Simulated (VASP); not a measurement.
# Zn2C (Fm-3m) in VASP: settings compared

The runs below take Zn2C through single point, relaxation of cell and atoms, with r2SCAN, PBE, PBEsol, LDA.

All numbers are computed with VASP 6.6.1; they aren't measurements. Logs are shortened: lines on timing, memory, paths and dates and some standing lists are left out, and cuts for length are marked.

## Step 1: The cell of the first run

Symmetry: Fm-3m, No. 225, cubic system. The conventional cell has a = 5.156 Å, b = 5.156 Å, c = 5.156 Å, α = 90.00°, β = 90.00°, γ = 90.00°. C (site symmetry m-3m) has 8 Zn at 2.23 Å within 3.0 Å. Zn (site symmetry -43m) has 4 C at 2.23 Å and 6 Zn at 2.58 Å within 3.0 Å.

## Step 2: Single point, r2SCAN

POSCAR

```
Zn2C
1.0
    0.0000000000      2.5779490375      2.5779490375
    2.5779490375      0.0000000000      2.5779490375
    2.5779490375      2.5779490375      0.0000000000
C Zn
1 2
Direct
    0.0000000000      0.0000000000      0.0000000000
    0.2500000000      0.2500000000      0.2500000000
    0.7500000000      0.7500000000      0.7500000000
```

INCAR.step1

```
SYSTEM = Zn2C
PREC = Accurate
ENCUT = 520
ISMEAR = -1
SIGMA = 0.02
LREAL = .False.
LASPH = .True.
NELM = 80
NBANDS = 21
GGA = PE
ALGO = Normal
EDIFF = 1E-4
LWAVE = .True.
LCHARG = .False.
```

INCAR.step2

```
SYSTEM = Zn2C
PREC = Accurate
ENCUT = 520
EDIFF = 1E-6
ISMEAR = -1
SIGMA = 0.02
LREAL = .False.
LASPH = .True.
NELM = 80
ALGO = Normal
ISIF = 2
LWAVE = .False.
LCHARG = .False.
METAGGA = R2SCAN
LMIXTAU = .True.
NBANDS = 21
ISTART = 1
```

KPOINTS

```
Automatic mesh
0
Gamma
  8 8 8
  0 0 0
```

Potentials or basis: VASP PAW PBE potentials, release 64 (C, Zn).

On the command line:

```console
cat potpaw_PBE.64/C/POTCAR potpaw_PBE.64/Zn/POTCAR > POTCAR
cp INCAR.step1 INCAR
mpirun -np 1 vasp_std > vasp.out
cp INCAR.step2 INCAR
mpirun -np 1 vasp_std > vasp.out
```

OUTCAR:

```text
SYSTEM = Zn2C
   PREC = Accurate
   ENCUT = 520
   EDIFF = 1E-6
   ISMEAR = -1
   LREAL = .False.
   LASPH = .True.
   NELM = 80
   ISIF = 2
   METAGGA = R2SCAN
   ISTART = 1

 ion  position               nearest neighbor table
   1  0.000  0.000  0.000-   3 2.23   3 2.23   3 2.23   2 2.23   3 2.23   2 2.23   2 2.23   2 2.23

   2  0.250  0.250  0.250-   1 2.23   1 2.23   1 2.23   1 2.23   3 2.58   3 2.58   3 2.58   3 2.58
                             3 2.58   3 2.58
   3  0.750  0.750  0.750-   1 2.23   1 2.23   1 2.23   1 2.23   2 2.58   2 2.58   2 2.58   2 2.58
                             2 2.58   2 2.58

  LATTYP: Found a face centered cubic cell.
 ALAT       =     5.1558980750

  Lattice vectors:

 A1 = (   0.0000000000,   2.5779490375,   2.5779490375)
 A2 = (   2.5779490375,   0.0000000000,   2.5779490375)
 A3 = (   2.5779490375,   2.5779490375,   0.0000000000)

Analysis of symmetry for initial positions (statically):
=====================================================================
 Subroutine PRICEL returns:
 Original cell was already a primitive cell.

 Routine SETGRP: Setting up the symmetry group for a
 face centered cubic supercell.

 Subroutine GETGRP returns: Found 48 space group operations
 (whereof 48 operations were pure point group operations)
 out of a pool of 48 trial point group operations.

The static configuration has the point symmetry O_h .

Analysis of symmetry for dynamics (positions and initial velocities):
=====================================================================
 Subroutine PRICEL returns:
 Original cell was already a primitive cell.

 Routine SETGRP: Setting up the symmetry group for a
 face centered cubic supercell.

 Subroutine GETGRP returns: Found 48 space group operations
 (whereof 48 operations were pure point group operations)
 out of a pool of 48 trial point group operations.

The dynamic configuration has the point symmetry O_h .

 Subroutine INISYM returns: Found 48 space group operations
 (whereof 48 operations are pure point group operations),
 and found     1 'primitive' translations

----------------------------------------------------------------------------------------

                                     Primitive cell

  volume of cell :      34.2652

[... 84 lines left out ...]
   ISPIN  =      1    spin polarized calculation?
   LNONCOLLINEAR =      F non collinear calculations
   LSORBIT =      F    spin-orbit coupling
   LASPH  =      T    aspherical Exc in radial PAW
   ENCUT  =  520.0 eV  38.22 Ry    6.18 a.u.   6.78  6.78  6.78*2*pi/ulx,y,z
   NELM   =     80;   NELMIN=  2; NELMDL=  0     # of ELM steps
   EDIFF  = 0.1E-05   stopping-criterion for ELM
   LREAL  =      F    real-space projection
   EDIFFG = 0.1E-04   stopping-criterion for IOM
   NSW    =      0    number of steps for IOM
   IBRION =     -1    ionic relax: 0-MD 1-quasi-New 2-CG
   NFREE  =      0    steps in history (QN), initial steepest desc. (CG)
   ISIF   =      2    stress and relaxation
   ISYM   =      2    0-nonsym 1-usesym 2-fastsym
   POTIM  = 0.5000    time-step for ionic-motion
   TEBEG  =    0.0;   TEEND  =   0.0 temperature during run
   PSTRESS=    0.0 pullay stress
   NELECT =      28.0000    total number of electrons
   NUPDOWN=      -1.0000    fix difference up-down
   EMIN   =  10.00;   EMAX   =-10.00  energy-range for DOS
   EFERMI =   0.00;   METHOD = LEGACY
   ISMEAR =    -1;   SIGMA  =   0.02  broadening in eV -4-tet -1-fermi 0-gaus
   EFERMI_NEDOS =   21; number of points for ismear=-14 and -15
   IALGO  =     38    algorithm
   IMIX   =      4    mixing-type and parameters
     AMIX     =   0.40;   BMIX     =  1.00
     AMIX_MAG =   1.60;   BMIX_MAG =  1.00
  volume/ion in A,a.u.               =      11.42        77.08
  Fermi-wavevector in a.u.,A,eV,Ry     =   1.530535  2.892291 31.872144  2.342536
  Thomas-Fermi vector in A             =   2.638004
   LORBIT       =      0    0 simple, 1 ext, 2 COOP (PROOUT), +10 PAW based schemes
   METAGGA = R2SCAN    functional components
   LHFCALC =     F    Hartree Fock is set to
   AEXX    =    0.0000 exact exchange contribution
   IVDW    =     0    specifies the selected vdW correction
   LEPSILON=     F    determine dielectric tensor
   LRPA    =     F    only Hartree local field effects (RPA)
 non-spin polarized calculation
  energy-cutoff  :      520.00
  volume of cell :       34.27
 maximum number of plane-waves:       941
   NGX = 13   NGY = 13   NGZ = 13

 number of electron      27.9999984 magnetization

 Free energy of the ion-electron system (eV)
  ---------------------------------------------------
  ext. energy  EPLUGINS =         0.00000000
  ---------------------------------------------------
  free energy    TOTEN  =       -25.83314067 eV

  energy without entropy =      -25.83309427  energy(sigma->0) =      -25.83311747

 E-fermi :   4.6539     XC(G=0): -13.0246

 val. band max:        4.5796055699   @ k =   0.0000   0.0000   0.0000
 cond. band min:       4.7052644247   @ k =   0.0000   0.0000   0.0000
 fundamental gap:      0.1256588548
 Fermi energy:         4.6539169115

 k-point     1 :       0.0000    0.0000    0.0000
  band No.  band energies     occupation
      1     -10.1850      2.00000
      2      -4.4651      2.00000
      3      -4.4651      2.00000
      4      -4.4651      2.00000
      5      -4.2224      2.00000
      6      -4.2224      2.00000
[... 565 lines left out ...]
     20      15.9101      0.00000
     21      18.1882      0.00000

 [... further k-points ...]

------------------------ aborting loop because EDIFF is reached ----------------------------------------

  FORCE on cell =-STRESS in cart. coord.  units (eV):
  Direction    XX          YY          ZZ          XY          YZ          ZX
  --------------------------------------------------------------------------------------
  -------------------------------------------------------------------------------------
  Total        0.1462927      0.1462927      0.1462927     -0.0000000      0.0000000     -0.0000000
  in kB        6.8403785      6.8403785      6.8403785     -0.0000000      0.0000000     -0.0000000
  external PRESSURE =       6.8403785 kB  Pullay stress =       0.0000000 kB

 VOLUME and BASIS-vectors are now :
 -----------------------------------------------------------------------------
  energy-cutoff  :      520.00
  volume of cell :       34.27
      direct lattice vectors                 reciprocal lattice vectors
     0.000000000  2.577949037  2.577949037    -0.193952632  0.193952632  0.193952632
     2.577949037  0.000000000  2.577949037     0.193952632 -0.193952632  0.193952632
     2.577949037  2.577949037  0.000000000     0.193952632  0.193952632 -0.193952632

 POSITION                                       TOTAL-FORCE (eV/Angst)
 -----------------------------------------------------------------------------------
      0.00000      0.00000      0.00000        -0.000000     -0.000000      0.000000
      1.28897      1.28897      1.28897        -0.000000     -0.000000      0.000000
      3.86692      3.86692      3.86692         0.000000      0.000000     -0.000000
 -----------------------------------------------------------------------------------
    total drift:                                0.000000      0.000000      0.000000

  FREE ENERGIE OF THE ION-ELECTRON SYSTEM (eV)
  ---------------------------------------------------
  free  energy   TOTEN  =       -25.8331406657 eV

  energy  without entropy=      -25.8330942696  energy(sigma->0) =      -25.83311747
```

It took 85 s on 1 thread of AMD EPYC 9R45 (Zen 5), shared host; peak memory 0.14 GiB.

What came out:

| Property | Result |
| --- | --- |
| Free energy | -25.8331 eV |
| Pressure | 0.7 GPa |
| Band gap on the k mesh | 0.13 eV, direct |

Caveat: the PAW data sets were made with another functional, which shifts forces and pressure a little.

## Step 3: Relaxation of cell and atoms, PBE

This run uses another cell than the first one, of 7.91 Å³/atom, 0.692 times its volume.

INCAR

```
PREC = Accurate
ENCUT = 600
EDIFF = 1E-6
ISMEAR = -1
SIGMA = 0.02
LREAL = F
LASPH = T
NELM = 100
ALGO = Normal
ISIF = 3
LWAVE = F
LCHARG = F
GGA = PE
IBRION = 2
NSW = 80
EDIFFG = -0.005
```

KPOINTS

```
Automatic mesh
0
Gamma
  8 8 8
```

POSCAR

```
Zn2C
1.0
    0.0000000000      2.2804873753      2.2804873753
    2.2804873753      0.0000000000      2.2804873753
    2.2804873753      2.2804873753      0.0000000000
C Zn
1 2
Direct
    0.0000000000      0.0000000000      0.0000000000
    0.2500000000      0.2500000000      0.2500000000
    0.7500000000      0.7500000000      0.7500000000
```

Potentials or basis: VASP PAW PBE potentials, release 64 (C, Zn).

On the command line:

```console
cat potpaw_PBE.64/C/POTCAR potpaw_PBE.64/Zn/POTCAR > POTCAR
mpirun -np 1 vasp_std > vasp.out
```

It took 58 s on 1 thread of AMD EPYC 9R45 (Zen 5), shared host; peak memory 0.13 GiB.

The run converged. Its results:

| Property | Result |
| --- | --- |
| Free energy | -9.2606 eV |
| Relaxed volume | 11.81 Å³/atom |
| Relaxed cell | a = 3.687 Å, b = 3.687 Å, c = 3.687 Å, α = 60.00°, β = 60.00°, γ = 60.00° |
| Space group after relaxing (to 0.05 Å) | Fm-3m (No. 225) |
| Energy gained by relaxing | 1120.2 meV/atom |
| Ionic steps | 5 |
| Pressure after relaxing | 0.1 GPa |
| Band gap on the k mesh | zero (filled and empty bands touch) |

The path:
```
step  energy change (eV)  largest force (eV/Å)  pressure (GPa)  volume (Å³)
   1              0.0000                0.0000          133.78        23.72
   2             -1.5067                0.0000          -20.83        54.37
   3             -3.3558                0.0000           -2.27        36.06
   4             -3.3596                0.0000           -0.91        35.71
   5             -3.3606                0.0000            0.06        35.43
```

Final structure:
```xyz
3
Lattice="0.0000 2.6069 2.6069 2.6069 0.0000 2.6069 2.6069 2.6069 0.0000" Properties=species:S:1:pos:R:3 pbc="T T T"
C     0.0000    0.0000    0.0000
Zn    1.3035    1.3035    1.3035
Zn    3.9104    3.9104    3.9104
```

Levels at points of the mesh, in eV from the Fermi level:
| k point | band 12 | band 13 | band 14 | band 15 | band 16 | band 17 |
| --- | --- | --- | --- | --- | --- | --- |
| (0.00, 0.00, 0.00) | -0.24 | -0.01 | -0.01 | -0.01 | 4.13 | 4.13 |
| (0.50, 0.00, 0.00) | -6.99 | -1.13 | -1.13 | 0.69 | 5.08 | 5.08 |
| (0.50, 0.50, 0.00) | -5.28 | -3.63 | -3.63 | 0.91 | 1.44 | 7.20 |

Caveat: the volume moved by over 15 % at a fixed basis, so the end points are rough.

(Part 1 of 3 ends here.)
